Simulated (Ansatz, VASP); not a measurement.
Ru in VASP and in Ansatz

The input INCAR:

```
PREC     = Accurate       # precision mode
ENCUT    = 520            # plane-wave cutoff, eV
EDIFF    = 1E-7           # SCF threshold, eV
ISMEAR   = 0              # smearing method
SIGMA    = 0.15           # smearing width, eV
LREAL    = F              # projectors in reciprocal space
LASPH    = T              # aspherical terms in the spheres
NELM     = 80             # most SCF steps
ALGO     = Fast           # electronic algorithm
ISIF     = 2              # what is computed and relaxed
LWAVE    = F              # write WAVECAR
LCHARG   = T              # write CHGCAR
GGA      = PS             # functional
LELF     = T              # ELF
LVHAR    = T            
NBANDS   = 21             # bands
```

File KPOINTS:

```
Automatic mesh
0
Gamma
  18 18 10
```

Contents of POSCAR:

```
Ru
1.0
    2.7614993361      0.0000000000      0.0000000000
   -1.3807496681      2.3915285776      0.0000000000
    0.0000000000      0.0000000000      4.2523798378
Ru
2
Direct
    0.3633848245      0.7267696491      0.2500000000
    0.6366151755      0.2732303509      0.7500000000
```

Input for Ansatz:

```yaml
crystal:
  lattice:
    - [2.7614993361, 0.0, 0.0]
    - [-1.3807496681, 2.3915285776, 0.0]
    - [0.0, 0.0, 4.2523798378]
  atoms:
    - { symbol: Ru, position: [0.3633848245, 0.7267696491, 0.25] }
    - { symbol: Ru, position: [0.6366151755, 0.2732303509, 0.75] }
basis:
  ecutwfc: 420
kpoints:
  mp_grid: { grid: [18, 18, 10] }
hamiltonian:
  xc: pbesol
  pseudopotentials: { kind: paw, azcp: { folder: soft_1 } }
scf:
  occupations: { method: gaussian, width: 0.15 }
output:
  forces: true
  stress: true
  eigenvalues: true
```

Change from the starting cell: mode 5 frozen in at +0.140 Å, equal normal strain along x and y +0.0267.

Alike in both runs: task single point; functional PBEsol; k mesh 18 × 18 × 10; occupations gaussian, width 0.15 eV; no spin polarisation.

|  | VASP | Ansatz |
| --- | --- | --- |
| version | VASP 6.6.1 | Ansatz 0.2.0 |
| potentials or method | VASP PAW PBE potentials, release 64 (Ru_pv), cutoff 520 eV | scalar-relativistic, plane waves, PAW |
| valence electrons in the cell | 28 | 32 |

Ansatz gave:

| Property | Result |
| --- | --- |
| gap on the k mesh at the Fermi level (eV) | none |
| pressure (GPa) | -11.5 |
| traceless stress, the component that is largest in VASP (GPa) | 10.09 |
| rms of the force components (eV/Å) | 0.952 |

Q: Estimate VASP's values.

A: gap on the k mesh at the Fermi level (eV): none; pressure (GPa): -11.6; traceless stress, the component that is largest in VASP (GPa): 10.13; rms of the force components (eV/Å): 0.953.

VASP's potentials were made for PBE, not for PBEsol, and Ansatz warns of the same on its side. Atom by atom the forces differ by 0.002 eV/Å (rms over components). A gap of «none» marks a metal or a gap that the smearing closes. The functional is the same, so the differences come from potentials, cutoffs and numerics. VASP's potentials hold 28 valence electrons a cell and Ansatz's 32, so a difference there can come from the potentials and not from the codes.
